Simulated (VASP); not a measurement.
Set up this calculation in VASP 6.6.1, as the native input.

```
Task                   : single point
Functional             : PBE
Potentials or basis    : VASP PAW PBE potentials, release 64 (K_sv, Cl)
Cutoff                 : 520 eV
k mesh                 : 6 × 6 × 6
Occupations            : gaussian, width 0.02 eV
Spin                   : no spin polarisation
Dipole correction      : no
Further INCAR settings : ALGO = Normal; EDIFF = 1e-06; NBANDS = 15
```

The structure of KCl lies in POSCAR:

```
KCl
1.0
    0.0000000000      3.0561415668      3.0561415668
    3.0561415668      0.0000000000      3.0561415668
    3.0561415668      3.0561415668      0.0000000000
K Cl
1 1
Direct
    0.0000000000      0.0000000000      0.0000000000
    0.5000000000      0.5000000000      0.5000000000
```

This cell differs from its parent crystal: volume scaled by 0.88.

One way to write it, as run:

INCAR

```
PREC = Accurate
ENCUT = 520
EDIFF = 1E-6
ISMEAR = 0
SIGMA = 0.02
LREAL = False
LASPH = True
NELM = 60
ALGO = Normal
ISIF = 2
LWAVE = False
LCHARG = True
GGA = PE
LELF = True
LVHAR = True
NBANDS = 15
```

KPOINTS

```
Automatic mesh
0
Gamma
  6 6 6
```

Potentials or basis: VASP PAW PBE potentials, release 64 (K_sv, Cl).

The run is started by

```console
$ cat potpaw_PBE.64/K_sv/POTCAR potpaw_PBE.64/Cl/POTCAR > POTCAR
$ mpirun -np 1 vasp_std > vasp.out
```

It gave:

```json
{
  "Pressure": "2.9 GPa",
  "Band gap on the k mesh": "5.50 eV, direct"
}
```

Wall time 11 s on 1 thread of Intel Xeon 6975P-C (shared host), peak memory 0.17 GiB.
